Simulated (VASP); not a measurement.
A run of VASP 6.6.1 is set up as follows.

File INCAR:

```
SYSTEM = SnO2
PREC     = Accurate       ! precision mode
ENCUT    = 520            ! plane-wave cutoff, eV
EDIFF    = 1E-6           ! SCF threshold, eV
ISMEAR   = 0              ! smearing method
SIGMA    = 0.02           ! smearing width, eV
LREAL    = .FALSE.        ! projectors in reciprocal space
LASPH    = .TRUE.         ! aspherical terms in the spheres
NELM     = 100            ! most SCF steps
ALGO     = Normal         ! electronic algorithm
ISIF     = 2              ! what is computed and relaxed
LWAVE    = .FALSE.        ! write WAVECAR
LCHARG   = .FALSE.        ! write CHGCAR
GGA      = PE             ! functional
NBANDS   = 64             ! bands
```

Contents of KPOINTS:

```
Automatic mesh
0
G
  6 6 6
  0 0 0
```

File POSCAR:

```
SnO2
1.0
   -3.2026044922      3.3278847738      3.3278847738
    3.2026044922     -3.3278847738      3.3278847738
    3.2026044922      3.3278847738     -3.3278847738
Sn O
4 8
Direct
    1.0000000000      0.2500000000      0.7500000000
    0.0000000000      0.7500000000      0.2500000000
    0.5000000000      0.5000000000      0.5000000000
    0.5000000000      0.0000000000      0.0000000000
    0.1943978802      0.1943978802      0.5000000000
    0.6943978802      0.7500000000      0.9443978802
    0.1943978802      0.6943978802      1.0000000000
    0.3056021198      0.7500000000      0.5556021198
    0.6943978802      0.2500000000      0.4443978802
    0.3056021198      0.2500000000      0.0556021198
    0.8056021198      0.3056021198      0.0000000000
    0.8056021198      0.8056021198      0.5000000000
```

Potentials or basis: VASP PAW PBE potentials, release 64 (Sn_d, O).

Run with:

```bash
$ cat potpaw_PBE.64/Sn_d/POTCAR potpaw_PBE.64/O/POTCAR > POTCAR
$ mpirun -np 1 vasp_std > vasp.out
```

(1) Predict the pressure.

(2) What does it give for the largest force?

(3) Predict the band gap on the k mesh.

Answers

(1) 13.0 GPa.

(2) 0.014 eV/Å.

(3) 1.30 eV.

Caveat: the cell stands under pressure; spin-orbit coupling is left out, which moves the levels of the heavy elements.
